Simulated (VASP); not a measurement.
# Sc5AlN6 (P-3m1) in VASP: single point with PBE

Aim: the single point of Sc5AlN6 with PBE.

Everything below comes from runs of VASP 6.6.1. Logs are shortened: lines on timing, memory, paths and dates and some standing lists are left out, and cuts for length are marked.

**1. The cell of the first run**

It takes space group P-3m1 (No. 164, trigonal). Conventional cell: a = 3.147 Å, b = 3.147 Å, c = 15.361 Å, α = 90.00°, β = 90.00°, γ = 120.00°. Sc (site symmetry 3m) has 6 N at 2.24 Å within 3.0 Å. Sc (site symmetry 3m) has 6 N at 2.24 Å and 3 Al at 3.04 Å and 9 Sc at 3.15 to 3.19 Å within 3.2 Å. Within 3.0 Å of Sc (site symmetry -3m) lie 6 N at 2.24 Å. Al (site symmetry -3m) has 6 N at 2.14 Å within 2.8 Å. N (site symmetry 3m) has 6 Sc at 2.24 Å within 3.0 Å. Within 3.0 Å of N (site symmetry 3m) lie 3 Al at 2.14 Å and 3 Sc at 2.24 Å and 3 N at 2.90 Å. Within 3.0 Å of N (site symmetry 3m) lie 6 Sc at 2.24 Å.

**2. Single point, PBE**

Contents of INCAR:

```
PREC = Accurate
ENCUT = 520
EDIFF = 1E-6
ISMEAR = 0
SIGMA = 0.01
LREAL = F
LASPH = T
NELM = 100
ALGO = Normal
ISIF = 2
LWAVE = F
LCHARG = F
GGA = PE
NBANDS = 56
```

Contents of KPOINTS:

```
Automatic mesh
0
Gamma
  12 12 4
```

Contents of POSCAR:

```
Sc5AlN6
1.0
    3.1471357472      0.0000000000      0.0000000000
   -1.5735678736      2.7254995062      0.0000000000
    0.0000000000      0.0000000000     15.3614068908
Sc Al N
5 1 6
Direct
    0.3333333333      0.6666666667      0.8294753281
    0.6666666667      0.3333333333      0.6587354957
    0.3333333333      0.6666666667      0.3412645043
    0.6666666667      0.3333333333      0.1705246719
    0.0000000000      0.0000000000      0.0000000000
    0.0000000000      0.0000000000      0.5000000000
    0.0000000000      0.0000000000      0.7441714345
    0.3333333333      0.6666666667      0.5736886872
    0.6666666667      0.3333333333      0.4263113128
    0.0000000000      0.0000000000      0.2558285655
    0.3333333333      0.6666666667      0.0852670955
    0.6666666667      0.3333333333      0.9147329045
```

Potentials or basis: VASP PAW PBE potentials, release 64 (Sc_sv, Al, N).

Command:

```sh
> cat potpaw_PBE.64/Sc_sv/POTCAR potpaw_PBE.64/Al/POTCAR potpaw_PBE.64/N/POTCAR > POTCAR
> mpirun -np 1 vasp_std > vasp.out
```

OUTCAR:

```text
PREC = Accurate
   ENCUT = 520
   EDIFF = 1E-6
   ISMEAR = 0
   LREAL = F
   LASPH = T
   NELM = 100
   ISIF = 2
   GGA = PE

 ion  position               nearest neighbor table
   1  0.333  0.667  0.829-  12 2.24  12 2.24  12 2.24   7 2.24   7 2.24   7 2.24   5 3.19   5 3.19
                             5 3.19   2 3.19   2 3.19   2 3.19
   2  0.667  0.333  0.659-   8 2.24   8 2.24   8 2.24   7 2.24   7 2.24   7 2.24   6 3.04   6 3.04
                             6 3.04   1 3.19   1 3.19   1 3.19
   3  0.333  0.667  0.341-   9 2.24   9 2.24   9 2.24  10 2.24  10 2.24  10 2.24   6 3.04   6 3.04
                             6 3.04   4 3.19   4 3.19   4 3.19
   4  0.667  0.333  0.171-  11 2.24  11 2.24  11 2.24  10 2.24  10 2.24  10 2.24   5 3.19   5 3.19
                             5 3.19   3 3.19   3 3.19   3 3.19
   5  0.000  0.000  0.000-  11 2.24  12 2.24  11 2.24  12 2.24  12 2.24  11 2.24   1 3.19   4 3.19
                             1 3.19   4 3.19   1 3.19   4 3.19
   6  0.000  0.000  0.500-   8 2.14   9 2.14   8 2.14   9 2.14   9 2.14   8 2.14   2 3.04   3 3.04
                             3 3.04   2 3.04   3 3.04   2 3.04
   7  0.000  0.000  0.744-   1 2.24   1 2.24   1 2.24   2 2.24   2 2.24   2 2.24
   8  0.333  0.667  0.574-   6 2.14   6 2.14   6 2.14   2 2.24   2 2.24   2 2.24
   9  0.667  0.333  0.426-   6 2.14   6 2.14   6 2.14   3 2.24   3 2.24   3 2.24
  10  0.000  0.000  0.256-   4 2.24   4 2.24   4 2.24   3 2.24   3 2.24   3 2.24
  11  0.333  0.667  0.085-   4 2.24   4 2.24   4 2.24   5 2.24   5 2.24   5 2.24
  12  0.667  0.333  0.915-   1 2.24   1 2.24   1 2.24   5 2.24   5 2.24   5 2.24

  LATTYP: Found a hexagonal cell.
 ALAT       =     3.1471357472
 C/A-ratio  =     4.8810754047

  Lattice vectors:

 A1 = (   3.1471357472,   0.0000000000,   0.0000000000)
 A2 = (  -1.5735678736,   2.7254995062,   0.0000000000)
 A3 = (   0.0000000000,   0.0000000000,  15.3614068908)

Analysis of symmetry for initial positions (statically):
=====================================================================
 Subroutine PRICEL returns:
 Original cell was already a primitive cell.

 Routine SETGRP: Setting up the symmetry group for a
 hexagonal supercell.

 Subroutine GETGRP returns: Found 12 space group operations
 (whereof 12 operations were pure point group operations)
 out of a pool of 24 trial point group operations.

The static configuration has the point symmetry D_3d.

Analysis of symmetry for dynamics (positions and initial velocities):
=====================================================================
 Subroutine PRICEL returns:
 Original cell was already a primitive cell.

 Routine SETGRP: Setting up the symmetry group for a
 hexagonal supercell.

 Subroutine GETGRP returns: Found 12 space group operations
 (whereof 12 operations were pure point group operations)
 out of a pool of 24 trial point group operations.

The dynamic configuration has the point symmetry D_3d.

 Subroutine INISYM returns: Found 12 space group operations
 (whereof 12 operations are pure point group operations),
 and found     1 'primitive' translations

----------------------------------------------------------------------------------------

                                     Primitive cell

  volume of cell :     131.7627

  direct lattice vectors                    reciprocal lattice vectors
     3.147135747  0.000000000  0.000000000     0.317749243  0.183452611  0.000000000
    -1.573567874  2.725499506  0.000000000     0.000000000  0.366905221  0.000000000
     0.000000000  0.000000000 15.361406891     0.000000000  0.000000000  0.065098204

  length of vectors
     3.147135747  3.147135747 15.361406891     0.366905221  0.366905221  0.065098204

  position of ions in fractional coordinates (direct lattice)
     0.333333333  0.666666667  0.829475328
     0.666666667  0.333333333  0.658735496
     0.333333333  0.666666667  0.341264504
     0.666666667  0.333333333  0.170524672
     0.000000000  0.000000000  0.000000000
     0.000000000  0.000000000  0.500000000
     0.000000000  0.000000000  0.744171434
     0.333333333  0.666666667  0.573688687
     0.666666667  0.333333333  0.426311313
     0.000000000  0.000000000  0.255828566
     0.333333333  0.666666667  0.085267096
     0.666666667  0.333333333  0.914732904

  ion indices of the primitive-cell ions
   primitive index   ion index
                 1           1
                 2           2
                 3           3
                 4           4
                 5           5
                 6           6
                 7           7
                 8           8
                 9           9
                10          10
                11          11
                12          12

----------------------------------------------------------------------------------------

 KPOINTS: Automatic mesh

Automatic generation of k-mesh.
 Grid dimensions read from file:
 generate k-points for:   12   12    4

 Generating k-lattice:

  Cartesian coordinates                     Fractional coordinates (reciprocal lattice)
     0.026479104  0.015287718  0.000000000     0.083333333  0.000000000  0.000000000
     0.000000000  0.030575435  0.000000000     0.000000000  0.083333333  0.000000000
     0.000000000  0.000000000  0.016274551     0.000000000  0.000000000  0.250000000

  Length of vectors
     0.030575435  0.030575435  0.016274551

  Shift w.r.t. Gamma in fractional coordinates (k-lattice)
     0.000000000  0.000000000  0.000000000

 Subroutine IBZKPT returns following result:
 ===========================================

 Found     69 irreducible k-points:

 Following reciprocal coordinates:
            Coordinates               Weight
  0.000000  0.000000  0.000000      1.000000
  0.083333  0.000000  0.000000      6.000000
  0.166667  0.000000  0.000000      6.000000
  0.250000 -0.000000  0.000000      6.000000
  0.333333  0.000000  0.000000      6.000000
  0.416667 -0.000000  0.000000      6.000000
[... 16 lines left out ...]
  0.166667  0.000000  0.250000      6.000000
  0.000000  0.166667  0.250000      6.000000
 [... further k-points ...]
   k-points           NKPTS =     69   k-points in BZ     NKDIM =     69   number of bands    NBANDS=     56
   number of dos      NEDOS =    301   number of ions     NIONS =     12
   total plane-waves  NPLWV =  69120
   dimension x,y,z NGX =    24 NGY =   24 NGZ =  120
   dimension x,y,z NGXF=    48 NGYF=   48 NGZF=  240
   ions per type =               5   1   6
   NGX,Y,Z   is equivalent  to a cutoff of  12.68, 12.68, 12.99 a.u.
   NGXF,Y,Z  is equivalent  to a cutoff of  25.36, 25.36, 25.97 a.u.
 SYSTEM =  unknown system
   PREC   = accura    normal or accurate (medium, high low for compatibility)
   ISTART =      0    job   : 0-new  1-cont  2-samecut
   ICHARG =      2    charge: 1-file 2-atom 10-const
   ISPIN  =      1    spin polarized calculation?
   LNONCOLLINEAR =      F non collinear calculations
   LSORBIT =      F    spin-orbit coupling
   LASPH  =      T    aspherical Exc in radial PAW
   ENCUT  =  520.0 eV  38.22 Ry    6.18 a.u.   5.85  5.85 28.56*2*pi/ulx,y,z
   NELM   =    100;   NELMIN=  2; NELMDL= -5     # of ELM steps
   EDIFF  = 0.1E-05   stopping-criterion for ELM
   LREAL  =      F    real-space projection
   EDIFFG = 0.1E-04   stopping-criterion for IOM
   NSW    =      0    number of steps for IOM
   IBRION =     -1    ionic relax: 0-MD 1-quasi-New 2-CG
   NFREE  =      0    steps in history (QN), initial steepest desc. (CG)
   ISIF   =      2    stress and relaxation
   ISYM   =      2    0-nonsym 1-usesym 2-fastsym
   POTIM  = 0.5000    time-step for ionic-motion
   TEBEG  =    0.0;   TEEND  =   0.0 temperature during run
   PSTRESS=    0.0 pullay stress
   NELECT =      88.0000    total number of electrons
   NUPDOWN=      -1.0000    fix difference up-down
   EMIN   =  10.00;   EMAX   =-10.00  energy-range for DOS
   EFERMI =   0.00;   METHOD = LEGACY
   ISMEAR =     0;   SIGMA  =   0.01  broadening in eV -4-tet -1-fermi 0-gaus
   EFERMI_NEDOS =   21; number of points for ismear=-14 and -15
   IALGO  =     38    algorithm
   IMIX   =      4    mixing-type and parameters
     AMIX     =   0.40;   BMIX     =  1.00
     AMIX_MAG =   1.60;   BMIX_MAG =  1.00
  volume/ion in A,a.u.               =      10.98        74.10
  Fermi-wavevector in a.u.,A,eV,Ry     =   1.430995  2.704189 27.861295  2.047747
  Thomas-Fermi vector in A             =   2.550780
   LORBIT       =      0    0 simple, 1 ext, 2 COOP (PROOUT), +10 PAW based schemes
   GGA     = PE    functional components
   LHFCALC =     F    Hartree Fock is set to
   AEXX    =    0.0000 exact exchange contribution
   IVDW    =     0    specifies the selected vdW correction
   LEPSILON=     F    determine dielectric tensor
   LRPA    =     F    only Hartree local field effects (RPA)
 non-spin polarized calculation
 Gauss-broadening in eV      SIGMA  =   0.01
  energy-cutoff  :      520.00
  volume of cell :      131.76
 maximum number of plane-waves:      3576
   NGX = 11   NGY = 11   NGZ = 57

 number of electron      88.0000008 magnetization

 Free energy of the ion-electron system (eV)
  ---------------------------------------------------
  ext. energy  EPLUGINS =         0.00000000
  ---------------------------------------------------
  free energy    TOTEN  =      -106.06525067 eV

  energy without entropy =     -106.06525067  energy(sigma->0) =     -106.06525067

 E-fermi :   6.2224     XC(G=0): -11.9242

 val. band max:        6.1818239518   @ k =   0.0000   0.0000   0.0000
 cond. band min:       6.3013863453   @ k =   0.5000  -0.0000   0.0000
 fundamental gap:      0.1195623935
 Fermi energy:         6.2224276790

 k-point     1 :       0.0000    0.0000    0.0000
  band No.  band energies     occupation
      1     -42.1864      2.00000
      2     -42.1862      2.00000
      3     -42.0446      2.00000
      4     -42.0150      2.00000
      5     -41.9781      2.00000
      6     -21.1237      2.00000
[... 1405 lines left out ...]
     55      10.3406      0.00000
     56      10.5087      0.00000

 [... further k-points ...]

------------------------ aborting loop because EDIFF is reached ----------------------------------------

  FORCE on cell =-STRESS in cart. coord.  units (eV):
  Direction    XX          YY          ZZ          XY          YZ          ZX
  --------------------------------------------------------------------------------------
  -------------------------------------------------------------------------------------
  Total        0.6757503      0.6757503      0.7020938      0.0000000      0.0000000      0.0000000
  in kB        8.2168296      8.2168296      8.5371541      0.0000000      0.0000000      0.0000000
  external PRESSURE =       8.3236044 kB  Pullay stress =       0.0000000 kB

 VOLUME and BASIS-vectors are now :
 -----------------------------------------------------------------------------
  energy-cutoff  :      520.00
  volume of cell :      131.76
      direct lattice vectors                 reciprocal lattice vectors
     3.147135747  0.000000000  0.000000000     0.317749243  0.183452611  0.000000000
    -1.573567874  2.725499506  0.000000000     0.000000000  0.366905221  0.000000000
     0.000000000  0.000000000 15.361406891     0.000000000  0.000000000  0.065098204

 POSITION                                       TOTAL-FORCE (eV/Angst)
 -----------------------------------------------------------------------------------
     -0.00000      1.81700     12.74191         0.000000      0.000000      0.000178
      1.57357      0.90850     10.11910         0.000000     -0.000000      0.001549
     -0.00000      1.81700      5.24230        -0.000000      0.000000     -0.001549
      1.57357      0.90850      2.61950         0.000000     -0.000000     -0.000178
      0.00000      0.00000      0.00000        -0.000000     -0.000000     -0.000000
      0.00000      0.00000      7.68070        -0.000000     -0.000000     -0.000000
      0.00000      0.00000     11.43152        -0.000000     -0.000000     -0.000543
     -0.00000      1.81700      8.81267         0.000000     -0.000000     -0.061255
      1.57357      0.90850      6.54874        -0.000000      0.000000      0.061255
      0.00000      0.00000      3.92989         0.000000      0.000000      0.000543
     -0.00000      1.81700      1.30982         0.000000     -0.000000     -0.000059
      1.57357      0.90850     14.05158        -0.000000     -0.000000      0.000059
 -----------------------------------------------------------------------------------
    total drift:                                0.000000     -0.000000      0.000000

  FREE ENERGIE OF THE ION-ELECTRON SYSTEM (eV)
  ---------------------------------------------------
  free  energy   TOTEN  =      -106.0652506658 eV

  energy  without entropy=     -106.0652506658  energy(sigma->0) =     -106.06525067
```

Run time: 19 min. Hardware: 1 thread of AMD EPYC 7R43 (Zen 3), shared host; peak memory 0.47 GiB.

Results:

```
Free energy            : -106.0653 eV
Pressure               : 0.8 GPa
Largest force          : 0.061 eV/Å
Band gap on the k mesh : 0.12 eV (least direct gap 1.19 eV)
```

Forces on the atoms (eV/Å):
```
Sc   0.000  0.000  0.000
Sc   0.000  0.000  0.002
Sc   0.000  0.000 -0.002
Sc   0.000  0.000  0.000
Sc   0.000  0.000  0.000
Al   0.000  0.000  0.000
N    0.000  0.000 -0.001
N    0.000  0.000 -0.061
N    0.000  0.000  0.061
N    0.000  0.000  0.001
N    0.000  0.000  0.000
N    0.000  0.000  0.000
```

Caveat: semilocal functionals underestimate gaps, and a narrow one can read as zero. A k mesh can miss the band edges.
